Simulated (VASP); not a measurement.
# BeTe in VASP: single point with PBEsol

Aim: the single point of BeTe with PBEsol.

All numbers are computed with VASP 6.6.1; they aren't measurements. Logs are shortened: lines on timing, memory, paths and dates and some standing lists are left out, and cuts for length are marked.

## (1) The cell of the first run

The cell holds a wire with vacuum, 2 atoms: a = 11.000 Å, b = 9.300 Å, c = 4.053 Å, α = 90.00°, β = 90.00°, γ = 90.00°.

## (2) Single point, PBEsol, collinear spin, ferromagnetic start

Contents of INCAR:

```
SYSTEM = BeTe
  PREC = Accurate
  ENCUT = 520
  EDIFF = 1E-6
  ISMEAR = 0
  SIGMA = 0.05
  LREAL = .False.
  LASPH = .True.
  NELM = 150
  ALGO = Normal
  ISIF = 2
  LWAVE = .False.
  LCHARG = .False.
  ISPIN = 2
  MAGMOM = 0.5 0.5
  LORBIT = 11
  GGA = PS
  NBANDS = 15
```

Contents of KPOINTS:

```
regular mesh
0
Gamma
  1 1 28
  0 0 0
```

Contents of POSCAR:

```
BeTe
1.0
   11.0000000000      0.0000000000      0.0000000000
    0.0000000000      9.3000000000      0.0000000000
    0.0000000000      0.0000000000      4.0526880662
Be Te
1 1
Direct
    0.4600563938      0.5000000000      0.0000000000
    0.5399436062      0.5000000000      0.5000000000
```

Potentials or basis: VASP PAW PBE potentials, release 64 (Be, Te).

Command:

```
$ cat potpaw_PBE.64/Be/POTCAR potpaw_PBE.64/Te/POTCAR > POTCAR
$ mpirun -np 1 vasp_std > vasp.out
```

OUTCAR:

```text
SYSTEM = BeTe
   PREC = Accurate
   ENCUT = 520
   EDIFF = 1E-6
   ISMEAR = 0
   LREAL = .False.
   LASPH = .True.
   NELM = 150
   ISIF = 2
   ISPIN = 2
   LORBIT = 11
   GGA = PS

 ion  position               nearest neighbor table
   1  0.460  0.500  0.000-   2 2.21   2 2.21
   2  0.540  0.500  0.500-   1 2.21   1 2.21

  LATTYP: Found a simple orthorhombic cell.
 ALAT       =     4.0526880662
 B/A-ratio  =     2.2947732093
 C/A-ratio  =     2.7142478820

  Lattice vectors:

 A1 = (   0.0000000000,   0.0000000000,  -4.0526880662)
 A2 = (   0.0000000000,   9.3000000000,   0.0000000000)
 A3 = (  11.0000000000,   0.0000000000,   0.0000000000)

Analysis of symmetry for initial positions (statically):
=====================================================================
 Subroutine PRICEL returns:
 Original cell was already a primitive cell.

 Routine SETGRP: Setting up the symmetry group for a
 simple orthorhombic supercell.

 Subroutine GETGRP returns: Found  4 space group operations
 (whereof  4 operations were pure point group operations)
 out of a pool of  8 trial point group operations.

The static configuration has the point symmetry C_2v.

Analysis of symmetry for dynamics (positions and initial velocities):
=====================================================================
 Subroutine PRICEL returns:
 Original cell was already a primitive cell.

 Routine SETGRP: Setting up the symmetry group for a
 simple orthorhombic supercell.

 Subroutine GETGRP returns: Found  4 space group operations
 (whereof  4 operations were pure point group operations)
 out of a pool of  8 trial point group operations.

The dynamic configuration has the point symmetry C_2v.

Analysis of structural, dynamic, and magnetic symmetry:
=====================================================================
 Subroutine PRICEL returns:
 Original cell was already a primitive cell.

 Routine SETGRP: Setting up the symmetry group for a
 simple orthorhombic supercell.

 Subroutine GETGRP returns: Found  4 space group operations
 (whereof  4 operations were pure point group operations)
 out of a pool of  8 trial point group operations.

The overall configuration has the point symmetry C_2v.

 Subroutine INISYM returns: Found  4 space group operations
 (whereof  4 operations are pure point group operations),
 and found     1 'primitive' translations

----------------------------------------------------------------------------------------

                                     Primitive cell

  volume of cell :     414.5900

  direct lattice vectors                    reciprocal lattice vectors
    11.000000000  0.000000000  0.000000000     0.090909091  0.000000000  0.000000000
     0.000000000  9.300000000  0.000000000     0.000000000  0.107526882  0.000000000
     0.000000000  0.000000000  4.052688066     0.000000000  0.000000000  0.246749807

  length of vectors
    11.000000000  9.300000000  4.052688066     0.090909091  0.107526882  0.246749807

  position of ions in fractional coordinates (direct lattice)
     0.460056394  0.500000000  0.000000000
     0.539943606  0.500000000  0.500000000

  ion indices of the primitive-cell ions
   primitive index   ion index
                 1           1
                 2           2

----------------------------------------------------------------------------------------

 KPOINTS: regular mesh

Automatic generation of k-mesh.
 Grid dimensions read from file:
 generate k-points for:    1    1   28

 Generating k-lattice:

  Cartesian coordinates                     Fractional coordinates (reciprocal lattice)
     0.090909091  0.000000000  0.000000000     1.000000000  0.000000000  0.000000000
     0.000000000  0.107526882  0.000000000     0.000000000  1.000000000  0.000000000
     0.000000000  0.000000000  0.008812493     0.000000000  0.000000000  0.035714286

  Length of vectors
     0.090909091  0.107526882  0.008812493

  Shift w.r.t. Gamma in fractional coordinates (k-lattice)
     0.000000000  0.000000000  0.000000000

 Subroutine IBZKPT returns following result:
 ===========================================

 Found     15 irreducible k-points:

[... 30 lines left out ...]
   LNONCOLLINEAR =      F non collinear calculations
   LSORBIT =      F    spin-orbit coupling
   LASPH  =      T    aspherical Exc in radial PAW
   ENCUT  =  520.0 eV  38.22 Ry    6.18 a.u.  20.45 17.29  7.54*2*pi/ulx,y,z
   NELM   =    150;   NELMIN=  2; NELMDL= -5     # of ELM steps
   EDIFF  = 0.1E-05   stopping-criterion for ELM
   LREAL  =      F    real-space projection
   EDIFFG = 0.1E-04   stopping-criterion for IOM
   NSW    =      0    number of steps for IOM
   IBRION =     -1    ionic relax: 0-MD 1-quasi-New 2-CG
   NFREE  =      0    steps in history (QN), initial steepest desc. (CG)
   ISIF   =      2    stress and relaxation
   ISYM   =      2    0-nonsym 1-usesym 2-fastsym
   POTIM  = 0.5000    time-step for ionic-motion
   TEBEG  =    0.0;   TEEND  =   0.0 temperature during run
   PSTRESS=    0.0 pullay stress
   NELECT =       8.0000    total number of electrons
   NUPDOWN=      -1.0000    fix difference up-down
   EMIN   =  10.00;   EMAX   =-10.00  energy-range for DOS
   EFERMI =   0.00;   METHOD = LEGACY
   ISMEAR =     0;   SIGMA  =   0.05  broadening in eV -4-tet -1-fermi 0-gaus
   EFERMI_NEDOS =   21; number of points for ismear=-14 and -15
   IALGO  =     38    algorithm
   IMIX   =      4    mixing-type and parameters
     AMIX     =   0.40;   BMIX     =  1.00
     AMIX_MAG =   1.60;   BMIX_MAG =  1.00
  volume/ion in A,a.u.               =     207.29      1398.90
  Fermi-wavevector in a.u.,A,eV,Ry     =   0.439102  0.829782  2.623345  0.192810
  Thomas-Fermi vector in A             =   1.412982
   LORBIT       =     11    0 simple, 1 ext, 2 COOP (PROOUT), +10 PAW based schemes
   GGA     = PS    functional components
   LHFCALC =     F    Hartree Fock is set to
   AEXX    =    0.0000 exact exchange contribution
   IVDW    =     0    specifies the selected vdW correction
   LEPSILON=     F    determine dielectric tensor
   LRPA    =     F    only Hartree local field effects (RPA)
 spin polarized calculation
 Gauss-broadening in eV      SIGMA  =   0.05
  energy-cutoff  :      520.00
  volume of cell :      414.59
 maximum number of plane-waves:     11191
 NGX is ok and might be reduce to    84
   NGX = 41   NGY = 35   NGZ = 15

 number of electron       8.0000001 magnetization       0.0000041

 number of electron       8.0000001 magnetization      -0.0000010

 Free energy of the ion-electron system (eV)
  ---------------------------------------------------
  ext. energy  EPLUGINS =         0.00000000
  ---------------------------------------------------
  free energy    TOTEN  =        -6.24545024 eV

  energy without entropy =       -6.24545024  energy(sigma->0) =       -6.24545024

 E-fermi :  -4.1052     XC(G=0):  -1.9472

 val. band max:       -4.3812716659   @ k =   0.0000   0.0000   0.5000
 cond. band min:      -2.3118825926   @ k =   0.0000   0.0000   0.5000
 fundamental gap:      2.0693890733
 Fermi energy:        -4.1052211060

 spin component 1

 k-point     1 :       0.0000    0.0000    0.0000
  band No.  band energies     occupation
      1     -14.6110      1.00000
      2      -6.2935      1.00000
      3      -5.9794      1.00000
      4      -5.5570      1.00000
      5      -1.2429      0.00000
      6      -0.7327      0.00000
      7       0.5140      0.00000
      8       0.7654      0.00000
      9       1.4312      0.00000
     10       1.6668      0.00000
     11       2.1823      0.00000
     12       2.9476      0.00000
     13       3.0818      0.00000
     14       3.3066      0.00000
[... 238 lines left out ...]
      1     -14.1607      1.00000
      2      -8.6780      1.00000
      3      -5.2187      1.00000
      4      -4.3813      1.00000
      5      -2.3119      0.00000
      6      -1.6824      0.00000
      7       1.9653      0.00000
      8       2.3318      0.00000
      9       3.0584      0.00000
     10       3.4414      0.00000
     11       3.4949      0.00000
     12       3.7003      0.00000
     13       3.8067      0.00000
     14       3.9691      0.00000
     15       4.1805      0.00000
 Fermi energy:        -4.1052211060

 spin component 2

 k-point     1 :       0.0000    0.0000    0.0000
  band No.  band energies     occupation
      1     -14.6110      1.00000
      2      -6.2935      1.00000
      3      -5.9794      1.00000
      4      -5.5570      1.00000
      5      -1.2430      0.00000
      6      -0.7328      0.00000
      7       0.5140      0.00000
      8       0.7642      0.00000
      9       1.4282      0.00000
     10       1.6663      0.00000
     11       2.1808      0.00000
     12       2.9417      0.00000
     13       3.0817      0.00000
     14       3.3061      0.00000
[... 239 lines left out ...]
      2      -8.6780      1.00000
      3      -5.2187      1.00000
      4      -4.3813      1.00000
      5      -2.3119      0.00000
      6      -1.6824      0.00000
      7       1.9647      0.00000
      8       2.3312      0.00000
      9       3.0579      0.00000
     10       3.4414      0.00000
     11       3.4949      0.00000
     12       3.6994      0.00000
     13       3.8053      0.00000
     14       3.9691      0.00000
     15       4.1750      0.00000

------------------------ aborting loop because EDIFF is reached ----------------------------------------

  FORCE on cell =-STRESS in cart. coord.  units (eV):
  Direction    XX          YY          ZZ          XY          YZ          ZX
  --------------------------------------------------------------------------------------
  -------------------------------------------------------------------------------------
  Total        0.0228946      0.0292673      0.1738053      0.0000000      0.0000000      0.0000000
  in kB        0.0884759      0.1131032      0.6716680      0.0000000      0.0000000      0.0000000
  external PRESSURE =       0.2910824 kB  Pullay stress =       0.0000000 kB

 VOLUME and BASIS-vectors are now :
 -----------------------------------------------------------------------------
  energy-cutoff  :      520.00
  volume of cell :      414.59
      direct lattice vectors                 reciprocal lattice vectors
    11.000000000  0.000000000  0.000000000     0.090909091  0.000000000  0.000000000
     0.000000000  9.300000000  0.000000000     0.000000000  0.107526882  0.000000000
     0.000000000  0.000000000  4.052688066     0.000000000  0.000000000  0.246749807

 POSITION                                       TOTAL-FORCE (eV/Angst)
 -----------------------------------------------------------------------------------
      5.06062      4.65000      0.00000        -0.034306      0.000000      0.000000
      5.93938      4.65000      2.02634         0.034306      0.000000      0.000000
 -----------------------------------------------------------------------------------
    total drift:                                0.000054      0.000000      0.000000

  FREE ENERGIE OF THE ION-ELECTRON SYSTEM (eV)
  ---------------------------------------------------
  free  energy   TOTEN  =        -6.2454502354 eV

  energy  without entropy=       -6.2454502354  energy(sigma->0) =       -6.24545024

 total charge

# of ion       s       p       d       tot
------------------------------------------
    1        0.432   0.489   0.000   0.921
    2        1.345   2.144   0.017   3.506
--------------------------------------------------
tot          1.777   2.633   0.017   4.427

 magnetization (x)

# of ion       s       p       d       tot
------------------------------------------
    1        0.000   0.000   0.000   0.000
    2       -0.000  -0.000   0.000  -0.000
--------------------------------------------------
tot          0.000  -0.000   0.000  -0.000
```

Run time: 8.4 min. Hardware: 1 thread of AMD EPYC 7R13 (Zen 3), shared host; peak memory 0.57 GiB.

Results:

| Property | Result |
| --- | --- |
| Free energy | -6.2455 eV |
| Largest force | 0.034 eV/Å |
| Band gap on the k mesh | 2.07 eV, direct |
| Net moment | 0.00 μB per cell |
| Valence electrons inside the program's atomic spheres | Be 0.92; Te 3.51 |

Forces on the atoms (eV/Å):
```
Be  -0.034  0.000  0.000
Te   0.034  0.000  0.000
```

Caveat: the PAW data sets were made with another functional, which shifts forces and pressure a little; spin-orbit coupling is left out, which moves the levels of the heavy elements.
